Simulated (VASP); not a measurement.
# Pt (Fm-3m) in VASP: a series of runs

The runs below take Pt through single point, with PBEsol.

Everything below comes from runs of VASP 6.6.1. Logs are shortened: lines on timing, memory, paths and dates and some standing lists are left out, and cuts for length are marked.

## Step 1: The cell of the first run

Symmetry: Fm-3m, No. 225, cubic system. The conventional cell has a = 3.782 Å, b = 3.782 Å, c = 3.782 Å, α = 90.00°, β = 90.00°, γ = 90.00°. Within 3.5 Å of Pt (site symmetry m-3m) lie 12 Pt at 2.67 Å.

## Step 2: Single point, PBEsol (Hf replaced by Pt, lengths x 0.866, strained)

File INCAR:

```
  PREC = Accurate
  ENCUT = 520
  EDIFF = 1E-6
  ISMEAR = 0
  SIGMA = 0.1
  LREAL = F
  LASPH = T
  NELM = 60
  ALGO = Normal
  ISIF = 2
  LWAVE = F
  LCHARG = T
  GGA = PS
  LELF = T
  LVHAR = T
  NBANDS = 11
```

File KPOINTS:

```
regular mesh
0
Gamma
  18 18 18
```

File POSCAR:

```
Pt
1.0
    0.0000000000      1.8907683675      1.8907683675
    1.8907683675      0.0000000000      1.8907683675
    1.8907683675      1.8907683675      0.0000000000
Pt
1
Direct
    0.0000000000      0.0000000000      0.0000000000
```

Potentials or basis: VASP PAW PBE potentials, release 64 (Pt).

Run with:

```bash
$ cat potpaw_PBE.64/Pt/POTCAR > POTCAR
$ mpirun -np 1 vasp_std > vasp.out
```

OUTCAR:

```text
PREC = Accurate
   ENCUT = 520
   EDIFF = 1E-6
   ISMEAR = 0
   LREAL = F
   LASPH = T
   NELM = 60
   ISIF = 2
   GGA = PS

 ion  position               nearest neighbor table
   1  0.000  0.000  0.000-

  LATTYP: Found a face centered cubic cell.
 ALAT       =     3.7815367350

  Lattice vectors:

 A1 = (   0.0000000000,   1.8907683675,   1.8907683675)
 A2 = (   1.8907683675,   0.0000000000,   1.8907683675)
 A3 = (   1.8907683675,   1.8907683675,   0.0000000000)

Analysis of symmetry for initial positions (statically):
=====================================================================
 Subroutine PRICEL returns:
 Original cell was already a primitive cell.

 Routine SETGRP: Setting up the symmetry group for a
 face centered cubic supercell.

 Subroutine GETGRP returns: Found 48 space group operations
 (whereof 48 operations were pure point group operations)
 out of a pool of 48 trial point group operations.

The static configuration has the point symmetry O_h .

Analysis of symmetry for dynamics (positions and initial velocities):
=====================================================================
 Subroutine PRICEL returns:
 Original cell was already a primitive cell.

 Routine SETGRP: Setting up the symmetry group for a
 face centered cubic supercell.

 Subroutine GETGRP returns: Found 48 space group operations
 (whereof 48 operations were pure point group operations)
 out of a pool of 48 trial point group operations.

The dynamic configuration has the point symmetry O_h .

 Subroutine INISYM returns: Found 48 space group operations
 (whereof 48 operations are pure point group operations),
 and found     1 'primitive' translations

----------------------------------------------------------------------------------------

                                     Primitive cell

  volume of cell :      13.5190

  direct lattice vectors                    reciprocal lattice vectors
     0.000000000  1.890768367  1.890768367    -0.264442757  0.264442757  0.264442757
     1.890768367  0.000000000  1.890768367     0.264442757 -0.264442757  0.264442757
     1.890768367  1.890768367  0.000000000     0.264442757  0.264442757 -0.264442757

  length of vectors
     2.673950269  2.673950269  2.673950269     0.458028291  0.458028291  0.458028291

  position of ions in fractional coordinates (direct lattice)
     0.000000000  0.000000000  0.000000000

  ion indices of the primitive-cell ions
   primitive index   ion index
                 1           1

----------------------------------------------------------------------------------------

 KPOINTS: regular mesh

Automatic generation of k-mesh.
 Grid dimensions read from file:
 generate k-points for:   18   18   18

 Generating k-lattice:

  Cartesian coordinates                     Fractional coordinates (reciprocal lattice)
    -0.014691264  0.014691264  0.014691264     0.055555556  0.000000000  0.000000000
     0.014691264 -0.014691264  0.014691264     0.000000000  0.055555556  0.000000000
     0.014691264  0.014691264 -0.014691264     0.000000000  0.000000000  0.055555556

  Length of vectors
     0.025446016  0.025446016  0.025446016

  Shift w.r.t. Gamma in fractional coordinates (k-lattice)
     0.000000000  0.000000000  0.000000000

 Subroutine IBZKPT returns following result:
 ===========================================

 Found    195 irreducible k-points:

 Following reciprocal coordinates:
            Coordinates               Weight
  0.000000  0.000000  0.000000      1.000000
  0.055556  0.000000  0.000000      8.000000
  0.111111  0.000000  0.000000      8.000000
  0.166667  0.000000  0.000000      8.000000
  0.222222  0.000000  0.000000      8.000000
  0.277778  0.000000  0.000000      8.000000
[... 16 lines left out ...]
 -0.277778  0.055556  0.000000     24.000000
 -0.222222  0.055556  0.000000     24.000000
 [... further k-points ...]
   k-points           NKPTS =    195   k-points in BZ     NKDIM =    195   number of bands    NBANDS=     11
   number of dos      NEDOS =    301   number of ions     NIONS =      1
   total plane-waves  NPLWV =   8000
   dimension x,y,z NGX =    20 NGY =   20 NGZ =   20
   dimension x,y,z NGXF=    40 NGYF=   40 NGZF=   40
   ions per type =               1
   NGX,Y,Z   is equivalent  to a cutoff of  12.43, 12.43, 12.43 a.u.
   NGXF,Y,Z  is equivalent  to a cutoff of  24.87, 24.87, 24.87 a.u.
 SYSTEM =  unknown system
   PREC   = accura    normal or accurate (medium, high low for compatibility)
   ISTART =      0    job   : 0-new  1-cont  2-samecut
   ICHARG =      2    charge: 1-file 2-atom 10-const
   ISPIN  =      1    spin polarized calculation?
   LNONCOLLINEAR =      F non collinear calculations
   LSORBIT =      F    spin-orbit coupling
   LASPH  =      T    aspherical Exc in radial PAW
   ENCUT  =  520.0 eV  38.22 Ry    6.18 a.u.   4.97  4.97  4.97*2*pi/ulx,y,z
   NELM   =     60;   NELMIN=  2; NELMDL= -5     # of ELM steps
   EDIFF  = 0.1E-05   stopping-criterion for ELM
   LREAL  =      F    real-space projection
   EDIFFG = 0.1E-04   stopping-criterion for IOM
   NSW    =      0    number of steps for IOM
   IBRION =     -1    ionic relax: 0-MD 1-quasi-New 2-CG
   NFREE  =      0    steps in history (QN), initial steepest desc. (CG)
   ISIF   =      2    stress and relaxation
   ISYM   =      2    0-nonsym 1-usesym 2-fastsym
   POTIM  = 0.5000    time-step for ionic-motion
   TEBEG  =    0.0;   TEEND  =   0.0 temperature during run
   PSTRESS=    0.0 pullay stress
   NELECT =      10.0000    total number of electrons
   NUPDOWN=      -1.0000    fix difference up-down
   EMIN   =  10.00;   EMAX   =-10.00  energy-range for DOS
   EFERMI =   0.00;   METHOD = LEGACY
   ISMEAR =     0;   SIGMA  =   0.10  broadening in eV -4-tet -1-fermi 0-gaus
   EFERMI_NEDOS =   21; number of points for ismear=-14 and -15
   IALGO  =     38    algorithm
   IMIX   =      4    mixing-type and parameters
     AMIX     =   0.40;   BMIX     =  1.00
     AMIX_MAG =   1.60;   BMIX_MAG =  1.00
  volume/ion in A,a.u.               =      13.52        91.23
  Fermi-wavevector in a.u.,A,eV,Ry     =   1.480562  2.797856 29.824826  2.192063
  Thomas-Fermi vector in A             =   2.594580
   LORBIT       =      0    0 simple, 1 ext, 2 COOP (PROOUT), +10 PAW based schemes
   GGA     = PS    functional components
   LHFCALC =     F    Hartree Fock is set to
   AEXX    =    0.0000 exact exchange contribution
   IVDW    =     0    specifies the selected vdW correction
   LEPSILON=     F    determine dielectric tensor
   LRPA    =     F    only Hartree local field effects (RPA)
 non-spin polarized calculation
 Gauss-broadening in eV      SIGMA  =   0.10
  energy-cutoff  :      520.00
  volume of cell :       13.52
 maximum number of plane-waves:       375
   NGX =  9   NGY =  9   NGZ =  9

 number of electron      10.0000001 magnetization

 Free energy of the ion-electron system (eV)
  ---------------------------------------------------
  ext. energy  EPLUGINS =         0.00000000
  ---------------------------------------------------
  free energy    TOTEN  =        -6.79596553 eV

  energy without entropy =       -6.78718401  energy(sigma->0) =       -6.79157477

 E-fermi :  13.3467     XC(G=0): -14.2826

 val. band max:       13.3434515077   @ k =  -0.3889   0.3889   0.1667
 cond. band min:      13.3498778867   @ k =  -0.3333   0.3889   0.1111
 fundamental gap:      0.0064263790
 Fermi energy:        13.3467084570

 k-point     1 :       0.0000    0.0000    0.0000
  band No.  band energies     occupation
      1       1.7425      2.00000
      2       8.7948      2.00000
      3       8.7948      2.00000
      4       8.7948      2.00000
      5      11.3989      2.00000
      6      11.3989      2.00000
      7      27.5723      0.00000
      8      33.1647      0.00000
      9      33.1647      0.00000
     10      33.1647      0.00000
     11      38.8767      0.00000

 k-point     2 :       0.0556    0.0000    0.0000
  band No.  band energies     occupation
      1       1.8817      2.00000
      2       8.7252      2.00000
      3       8.8534      2.00000
      4       8.8534      2.00000
      5      11.3622      2.00000
      6      11.3622      2.00000
      7      27.8075      0.00000
      8      32.4779      0.00000
      9      33.3937      0.00000
     10      33.3937      0.00000
     11      39.6964      0.00000

 k-point     3 :       0.1111    0.0000    0.0000
  band No.  band energies     occupation
      1       2.2853      2.00000
      2       8.5473      2.00000
      3       9.0069      2.00000
      4       9.0069      2.00000
      5      11.2825      2.00000
      6      11.2825      2.00000
      7      28.4542      0.00000
      8      31.0614      0.00000
      9      34.0622      0.00000
     10      34.0622      0.00000
     11      41.0429      0.00000

 k-point     4 :       0.1667    0.0000    0.0000
  band No.  band energies     occupation
      1       2.9036      2.00000
      2       8.3508      2.00000
      3       9.1799      2.00000
      4       9.1799      2.00000
      5      11.2540      2.00000
      6      11.2540      2.00000
      7      29.2082      0.00000
      8      29.6085      0.00000
      9      35.1160      0.00000
     10      35.1160      0.00000
     11      39.7885      0.00000
[... 239 lines left out ...]
 k-point    22 :      -0.3333    0.0556    0.0000
  band No.  band energies     occupation
      1       4.8023      2.00000
      2       8.8995      2.00000
      3       9.0336      2.00000
      4       9.5016      2.00000
      5      12.1969      2.00000
      6      13.0912      1.99970
      7      23.7921      0.00000
      8      28.5943      0.00000
      9      34.0138      0.00000
     10      36.0436      0.00000
     11      39.0682      0.00000

 k-point    23 :      -0.2778    0.0556    0.0000
  band No.  band energies     occupation
      1       4.5393      2.00000
      2       8.5899      2.00000
      3       9.1162      2.00000
      4       9.2080      2.00000
      5      11.5975      2.00000
      6      12.4887      2.00000
      7      25.7277      0.00000
      8      29.5528      0.00000
      9      35.1366      0.00000
     10      37.2345      0.00000
     11      38.1196      0.00000

 k-point    24 :      -0.2222    0.0556    0.0000
  band No.  band energies     occupation
      1       3.9787      2.00000
      2       8.1991      2.00000
      3       9.2516      2.00000
      4       9.3330      2.00000
      5      11.1307      2.00000
      6      11.9606      2.00000
      7      27.4549      0.00000
      8      30.1552      0.00000
      9      35.4599      0.00000
     10      36.7197      0.00000
     11      37.9299      0.00000

 [... further k-points ...]
[... 5 lines left out ...]
  --------------------------------------------------------------------------------------
  -------------------------------------------------------------------------------------
  Total        3.3975295      3.3975295      3.3975295      0.0000000      0.0000000     -0.0000000
  in kB      402.6510482    402.6510482    402.6510482      0.0000000      0.0000000     -0.0000000
  external PRESSURE =     402.6510482 kB  Pullay stress =       0.0000000 kB

 VOLUME and BASIS-vectors are now :
 -----------------------------------------------------------------------------
  energy-cutoff  :      520.00
  volume of cell :       13.52
      direct lattice vectors                 reciprocal lattice vectors
     0.000000000  1.890768367  1.890768367    -0.264442757  0.264442757  0.264442757
     1.890768367  0.000000000  1.890768367     0.264442757 -0.264442757  0.264442757
     1.890768367  1.890768367  0.000000000     0.264442757  0.264442757 -0.264442757

 POSITION                                       TOTAL-FORCE (eV/Angst)
 -----------------------------------------------------------------------------------
      0.00000      0.00000      0.00000         0.000000      0.000000      0.000000
 -----------------------------------------------------------------------------------
    total drift:                                0.000000     -0.000000      0.000000

  FREE ENERGIE OF THE ION-ELECTRON SYSTEM (eV)
  ---------------------------------------------------
  free  energy   TOTEN  =        -6.7959655311 eV

  energy  without entropy=       -6.7871840139  energy(sigma->0) =       -6.79157477
```

It took 13 s on 1 thread of Intel Xeon Platinum 8488C (Sapphire Rapids), shared host; peak memory 0.15 GiB.

What came out:

```yaml
Free_energy: -6.7960 eV
Pressure: 40.3 GPa
Band_gap_on_the_k_mesh: zero (band 5 reaches 13.96 eV, above the bottom of band 6 at 11.25 eV)
```

Caveat: the cell differs from its parent crystal (Hf replaced by Pt, lengths x 0.866, strained); the PAW data sets were made with another functional, which shifts forces and pressure a little; spin-orbit coupling is left out, which moves the levels of the heavy elements.

(Continued in part 2 of 2.)
